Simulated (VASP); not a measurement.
# P (R-3m) in VASP: further runs

The runs below take P through elastic constants, vibrations by perturbation theory, with LDA, PBEsol.

Program: VASP 6.6.1. These are calculated values, not measurements. Logs are shortened: lines on timing, memory, paths and dates and some standing lists are left out, and cuts for length are marked.

## (1) The cell of the first run

The structure is trigonal, space group R-3m (No. 166). Conventional cell: a = 3.451 Å, b = 3.451 Å, c = 9.389 Å, α = 90.00°, β = 90.00°, γ = 120.00°. Within 3.0 Å of P (site symmetry 3m) lie 6 P at 2.29 to 2.82 Å.

## (2) Elastic constants, LDA

The input, INCAR:

```
SYSTEM = P
ALGO = Normal
EDIFF = 1E-8
ENCUT = 600
GGA = CA
IBRION = 6
ISIF = 3
ISMEAR = 1
LASPH = .TRUE.
LCHARG = .TRUE.
LREAL = .FALSE.
LWAVE = .FALSE.
NBANDS = 12
NELM = 100
NFREE = 2
NSW = 1
POTIM = 0.015
PREC = Accurate
SIGMA = 0.05
```

The input, KPOINTS:

```
k-points
0
G
  8 8 8
  0 0 0
```

The input, POSCAR:

```
P
1.0
    3.7102201400      0.0000000000      0.0000000000
    2.1048558892      3.0553748007      0.0000000000
    2.1048558892      1.1059397351      2.8481945993
P
2
Direct
    0.7729197500      0.7729197500      0.7729197500
    0.2270802500      0.2270802500      0.2270802500
```

Potentials or basis: VASP PAW LDA potentials, release 64 (P).

Command:

```console
$ cat potpaw_LDA.64/P/POTCAR > POTCAR
$ mpirun -np 1 vasp_std > vasp.out
```

OUTCAR:

```text
SYSTEM = P
   EDIFF = 1E-8
   ENCUT = 600
   GGA = CA
   IBRION = 6
   ISIF = 3
   ISMEAR = 1
   LASPH = .TRUE.
   LREAL = .FALSE.
   NELM = 100
   NFREE = 2
   NSW = 1
   POTIM = 0.015
   PREC = Accurate

 ion  position               nearest neighbor table
   1  0.773  0.773  0.773-   2 2.29   2 2.29   2 2.29   2 2.82   2 2.82   2 2.82
   2  0.227  0.227  0.227-   1 2.29   1 2.29   1 2.29   1 2.82   1 2.82   1 2.82

  LATTYP: Found a trigonal (rhomboedric) cell.
 ALAT       =     3.7102201400
 COS(alpha) =     0.5673129383

  Lattice vectors:

 A1 = (   3.7102201400,   0.0000000000,   0.0000000000)
 A2 = (   2.1048558892,   3.0553748007,   0.0000000000)
 A3 = (   2.1048558892,   1.1059397351,   2.8481945993)

Analysis of symmetry for initial positions (statically):
=====================================================================
 Subroutine PRICEL returns:
 Original cell was already a primitive cell.

 Routine SETGRP: Setting up the symmetry group for a
 trigonal (rhombohedral) supercell.

 Subroutine GETGRP returns: Found 12 space group operations
 (whereof 12 operations were pure point group operations)
 out of a pool of 12 trial point group operations.

The static configuration has the point symmetry D_3d.

Analysis of symmetry for dynamics (positions and initial velocities):
=====================================================================
 Subroutine PRICEL returns:
 Original cell was already a primitive cell.

 Routine SETGRP: Setting up the symmetry group for a
 trigonal (rhombohedral) supercell.

 Subroutine GETGRP returns: Found 12 space group operations
 (whereof 12 operations were pure point group operations)
 out of a pool of 12 trial point group operations.

The dynamic configuration has the point symmetry D_3d.

[... 694 lines left out ...]
      1      -6.1366      2.00000
      2       0.3401      2.00000
      3       3.5191      2.00000
      4       5.7607      2.00000
      5       8.9349      1.46498
      6       9.4312     -0.00000
      7       9.6883     -0.00000
      8      12.5804      0.00000
      9      14.3597      0.00000
     10      15.3166      0.00000
     11      17.0074      0.00000
     12      20.5054      0.00000

 [... further k-points ...]
[... 5 lines left out ...]
  --------------------------------------------------------------------------------------
  -------------------------------------------------------------------------------------
  Total       -0.7649721     -0.6419183     -0.6431383     -0.0612520      0.0015710     -0.0419237
  in kB      -37.9596654    -31.8534525    -31.9139937     -3.0394633      0.0779577     -2.0803484
  external PRESSURE =     -33.9090372 kB  Pullay stress =       0.0000000 kB
[... 17 lines left out ...]
  FREE ENERGIE OF THE ION-ELECTRON SYSTEM (eV)
  ---------------------------------------------------
  free  energy   TOTEN  =       -12.1035556027 eV

  energy  without entropy=      -12.1032416095  energy(sigma->0) =      -12.10345094

 INTERNAL STRAIN TENSORS FROM STRAINED CELLS
 ============================================

 INTERNAL STRAIN TENSOR FOR ION    1 for displacements in x,y,z  (eV/Angst):
          X           Y           Z          XY          YZ          ZX
  --------------------------------------------------------------------------------
  x     6.73444     3.69192     5.07326    -1.76436    -0.86819    -1.10082
  y    -0.97647     6.08331     2.66561     1.99632     0.21290    -1.22344
  z    -0.66834     1.83401     4.22149    -1.74971     1.45453     2.86794

 INTERNAL STRAIN TENSORS FROM DISPLACED ATOMS
 ============================================

 INTERNAL STRAIN TENSOR FOR ION    1 for displacements in x,y,z  (eV/Angst):
          X           Y           Z          XY          YZ          ZX
  --------------------------------------------------------------------------------
  x     6.33031     4.57986     6.08062    -1.63252    -1.93250    -1.11737
  y     0.03229     5.70017     3.19490     1.41135     1.54524    -1.93250
  z     0.02210     2.68471     3.40348    -1.93250     1.53009     2.91211

 INTERNAL STRAIN TENSOR FOR ION    2 for displacements in x,y,z  (eV/Angst):
          X           Y           Z          XY          YZ          ZX
  --------------------------------------------------------------------------------
  x    -6.33031    -4.57986    -6.08062     1.63252     1.93250     1.11737
  y    -0.03229    -5.70017    -3.19490    -1.41135    -1.54524     1.93250
  z    -0.02210    -2.68471    -3.40348     1.93250    -1.53009    -2.91211

 Eigenvectors and eigenvalues of the dynamical matrix
 ----------------------------------------------------

   1 f  =    9.707312 THz    60.992841 2PiTHz  323.801080 cm-1    40.146199 meV
             X         Y         Z           dx          dy          dz
      6.121472  3.216362  2.201426    -0.596465   -0.313397   -0.214503
      1.798460  0.944952  0.646769     0.596465    0.313397    0.214503
[... 16 lines left out ...]
   5 f  =    0.000000 THz     0.000000 2PiTHz    0.000001 cm-1     0.000000 meV
             X         Y         Z           dx          dy          dz
      6.121472  3.216362  2.201426     0.577153   -0.350511    0.209848
      1.798460  0.944952  0.646769     0.577153   -0.350511    0.209848

   6 f/i=    0.000000 THz     0.000001 2PiTHz    0.000003 cm-1     0.000000 meV
             X         Y         Z           dx          dy          dz
      6.121472  3.216362  2.201426    -0.013764    0.346329    0.616333
      1.798460  0.944952  0.646769    -0.013764    0.346329    0.616333

--------------------------------------------------------------------------------------------------------

 ELASTIC MODULI CONTR FROM IONIC RELAXATION (kBar)
 Direction    XX          YY          ZZ          XY          YZ          ZX
 --------------------------------------------------------------------------------
 XX        -353.6423   -225.8867   -317.8120     91.6033    118.3705     62.6975
 YY        -225.8867   -520.1805   -459.8057     29.2688    -47.4801     72.2230
 ZZ        -317.8120   -459.8057   -490.7944    103.0578      9.6401     18.3474
 XY          91.6033     29.2688    103.0578    -81.7416    -22.9240     68.3780
 YZ         118.3705    -47.4801      9.6401    -22.9240    -85.3038    -35.9554
 ZX          62.6975     72.2230     18.3474     68.3780    -35.9554   -134.8433
 --------------------------------------------------------------------------------

 TOTAL ELASTIC MODULI (kBar)
 Direction    XX          YY          ZZ          XY          YZ          ZX
 --------------------------------------------------------------------------------
 XX         988.3999    133.8207    328.1693    -97.7027   -250.2589    -66.8722
 YY         133.8207   1018.9936    272.9806     75.4981    229.6747     27.6959
 ZZ         328.1693    272.9806    819.6597     40.0555     27.0037     51.3943
 XY         -97.7027     75.4981     40.0555    368.8895     12.5161   -258.2347
 YZ        -250.2589    229.6747     27.0037     12.5161    544.8005     17.8773
 ZX         -66.8722     27.6959     51.3943   -258.2347     17.8773    569.4320
 --------------------------------------------------------------------------------
```

It took 15 min on 1 thread of Intel Xeon Platinum 8488C (Sapphire Rapids), shared host; peak memory 0.35 GiB.

What came out:

* Voigt bulk modulus: 48 GPa
* Highest phonon frequency at Γ: 324 cm⁻¹

Phonon frequencies in cm⁻¹ (negative: imaginary):
```csv
q point,frequencies
"(0.000, 0.000, 0.000)",0 0 0 293 293 324
```

Elastic tensor in Voigt notation (GPa, in the Cartesian axes of the cell as first typed):
```
 99  13  33 -25  -7 -10
 13 102  27  23   3   8
 33  27  82   3   5   4
-25  23   3  54   2   1
 -7   3   5   2  57 -26
-10   8   4   1 -26  37
```

Clamped-ion elastic tensor (GPa):
```
134  36  65 -37 -13 -19
 36 154  73  28  -4   5
 65  73 131   2   3  -6
-37  28   2  63   5   4
-13  -4   3   5  70 -33
-19   5  -6   4 -33  45
```

Caveat: the cell is under stress, which shifts elastic constants.

## (3) Vibrations by perturbation theory, PBEsol

The input, INCAR:

```
ALGO = Normal ; EDIFF = 1E-8
ENCUT = 520 ; GGA = PS
IBRION = 8 ; ISIF = 2
ISMEAR = -1 ; LASPH = True
LCHARG = True ; LREAL = False
LWAVE = False ; NELM = 100
NSW = 1 ; PREC = Accurate
SIGMA = 0.05
```

The input, KPOINTS:

```
k-points
0
Gamma
  8 8 8
```

The input, POSCAR:

```
P
1.0
    1.7257251780      0.9963478961      3.1296800121
   -1.7257251780      0.9963478961      3.1296800121
    0.0000000000     -1.9926957921      3.1296800121
P
2
Direct
    0.7729197500      0.7729197500      0.7729197500
    0.2270802500      0.2270802500      0.2270802500
```

Potentials or basis: VASP PAW PBE potentials, release 64 (P).

Command:

```console
$ cat potpaw_PBE.64/P/POTCAR > POTCAR
$ mpirun -np 1 vasp_std > vasp.out
```

OUTCAR:

```text
EDIFF = 1E-8
   ENCUT = 520
   GGA = PS
   IBRION = 8
   ISIF = 2
   ISMEAR = -1
   LASPH = True
   LREAL = False
   NELM = 100
   NSW = 1
   PREC = Accurate

 ion  position               nearest neighbor table
   1  0.773  0.773  0.773-   2 2.29   2 2.29   2 2.29   2 2.82   2 2.82   2 2.82
   2  0.227  0.227  0.227-   1 2.29   1 2.29   1 2.29   1 2.82   1 2.82   1 2.82

  LATTYP: Found a trigonal (rhomboedric) cell.
 ALAT       =     3.7102201415
 COS(alpha) =     0.5673129383

  Lattice vectors:

[... 552 lines left out ...]

   1 f  =   10.536411 THz    66.202220 2PiTHz  351.456824 cm-1    43.575073 meV
             X         Y         Z           dx          dy          dz
      0.000000  0.000000  7.256974     0.000000   -0.000000   -0.707107
      0.000000  0.000000  2.132066     0.000000    0.000000    0.707107
[... 11 lines left out ...]
   4 f  =    0.000000 THz     0.000001 2PiTHz    0.000007 cm-1     0.000001 meV
             X         Y         Z           dx          dy          dz
      0.000000  0.000000  7.256974     0.000000   -0.246039    0.662921
      0.000000  0.000000  2.132066     0.000000   -0.246039    0.662921

   5 f/i=    0.000000 THz     0.000000 2PiTHz    0.000001 cm-1     0.000000 meV
             X         Y         Z           dx          dy          dz
      0.000000  0.000000  7.256974    -0.000000    0.662921    0.246039
      0.000000  0.000000  2.132066    -0.000000    0.662921    0.246039

   6 f/i=    0.000000 THz     0.000000 2PiTHz    0.000002 cm-1     0.000000 meV
             X         Y         Z           dx          dy          dz
      0.000000  0.000000  7.256974     0.707107    0.000000    0.000000
      0.000000  0.000000  2.132066     0.707107    0.000000    0.000000

--------------------------------------------------------------------------------------------------------

 ELASTIC MODULI CONTR FROM IONIC RELAXATION (kBar)
 Direction    XX          YY          ZZ          XY          YZ          ZX
 --------------------------------------------------------------------------------
 XX        -403.5823   -400.6195   -305.1859      0.0000     17.8743     -0.0000
 YY        -400.6195   -403.5823   -305.1859     -0.0000    -17.8743      0.0000
 ZZ        -305.1859   -305.1859   -231.6295     -0.0000     -0.0000      0.0000
 XY           0.0000     -0.0000     -0.0000     -1.4814     -0.0000     16.7793
 YZ          17.8743    -17.8743     -0.0000     -0.0000   -215.6731      0.0000
 ZX          -0.0000      0.0000      0.0000     16.7793      0.0000   -190.0566
 --------------------------------------------------------------------------------
```

OSZICAR:

```text
N       E                     dE             d eps       ncg     rms          rms(c)
DAV:   1     0.244866712897E+02    0.24487E+02   -0.47538E+03  1170   0.963E+02
DAV:   2    -0.105546749178E+02   -0.35041E+02   -0.33858E+02  1799   0.131E+02
DAV:   3    -0.116055422729E+02   -0.10509E+01   -0.10445E+01  1487   0.248E+01
DAV:   4    -0.116129818282E+02   -0.74396E-02   -0.74320E-02  1708   0.216E+00
[... 38 lines left out ...]
RMM:   6    -0.431138363982E-01   -0.38001E-05   -0.34613E-08  1932   0.189E-03    0.638E-04
RMM:   7    -0.431121829885E-01    0.16534E-05   -0.19662E-08  2007   0.544E-04    0.179E-04
RMM:   8    -0.431120171439E-01    0.16584E-06   -0.10536E-09  2054   0.131E-04    0.801E-05
RMM:   9    -0.431120836372E-01   -0.66493E-07    0.12410E-08  2070   0.643E-05    0.860E-06
RMM:  10    -0.431120932693E-01   -0.96320E-08    0.14644E-08  2121   0.321E-05    0.250E-06
 Linear response finished
```

It took 88 s on 1 thread of Intel Xeon Platinum 8488C (Sapphire Rapids), shared host; peak memory 0.27 GiB.

Results:

- Highest phonon frequency at Γ: 351 cm⁻¹

Phonon frequencies in cm⁻¹ (negative: imaginary):
| q point | frequencies |
| --- | --- |
| (0.000, 0.000, 0.000) | 0 0 0 299 299 351 |

Caveat: the cell wasn't relaxed at this level first, which shifts response properties; the PAW data sets were made with another functional, which shifts forces and pressure a little.
